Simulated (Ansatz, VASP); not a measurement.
## SnTe3: VASP beside Ansatz

File INCAR:

```
PREC = Accurate
ENCUT = 500
EDIFF = 1E-6
ISMEAR = -1
SIGMA = 0.05
LREAL = F
LASPH = T
NELM = 120
ALGO = Normal
ISIF = 2
LWAVE = F
LCHARG = F
GGA = PE
IVDW = 12
NBANDS = 24
GGA_COMPAT = F
```

File KPOINTS:

```
Automatic mesh
0
Gamma
  3 3 3
```

Contents of POSCAR:

```
SnTe3
1.0
    0.0000000000      3.8493369136      3.8493369136
    3.8493369136      0.0000000000      3.8493369136
    3.8493369136      3.8493369136      0.0000000000
Sn Te
1 3
Direct
    0.0000000000      0.0000000000      0.0000000000
    0.2500000000      0.2500000000      0.2500000000
    0.7500000000      0.7500000000      0.7500000000
    0.5000000000      0.5000000000      0.5000000000
```

Input for Ansatz:

```yaml
crystal:
  lattice:
    - [3.4321911320428343e-19, 3.8493369136254962, 3.8493369136254962]
    - [3.8493369136254962, -4.576254842723777e-19, 3.8493369136254962]
    - [3.8493369136254962, 3.8493369136254962, 5.720318553404722e-19]
  atoms:
    - { symbol: Sn, position: [1.1188053762840964e-32, -6.810119681729283e-33, -9.728742402470404e-33] }
    - { symbol: Te, position: [0.25, 0.25, 0.25] }
    - { symbol: Te, position: [0.75, 0.75, 0.75] }
    - { symbol: Te, position: [0.5, 0.5, 0.5] }
basis:
  ecutwfc: 470.0
  ecutrho_ratio: 8
kpoints:
  mp_grid:
    grid: [3, 3, 3]
hamiltonian:
  xc: pbe
  dispersion: d3bj
scf:
  mixing:
    algorithm: broyden
    beta: 0.2
    ndim: 12
  occupations:
    method: fermi_dirac
    width: 0.05
output:
  forces: true
  stress: true
```

Alike in both runs: task single point; functional PBE; dispersion D3(BJ); k mesh 3 × 3 × 3; occupations fermi-dirac, width 0.05 eV; no spin polarisation.

```csv
,VASP,Ansatz
version,VASP 6.6.1,Ansatz 0.2.0
potentials or method,"VASP PAW PBE potentials, release 64 (Sn_d, Te), cutoff 500 eV","plane waves, PAW"
valence electrons in the cell,32,62
```

|  | VASP | Ansatz | Ansatz less VASP |
| --- | --- | --- | --- |
| pressure (GPa) | -4.5 | -4.5 | +0.06 |

VASP's potentials hold 32 valence electrons a cell and Ansatz's 62, so a difference there can come from the potentials and not from the codes.

The k mesh is coarse, so the values compare programs but aren't converged. Spin-orbit coupling is off throughout.
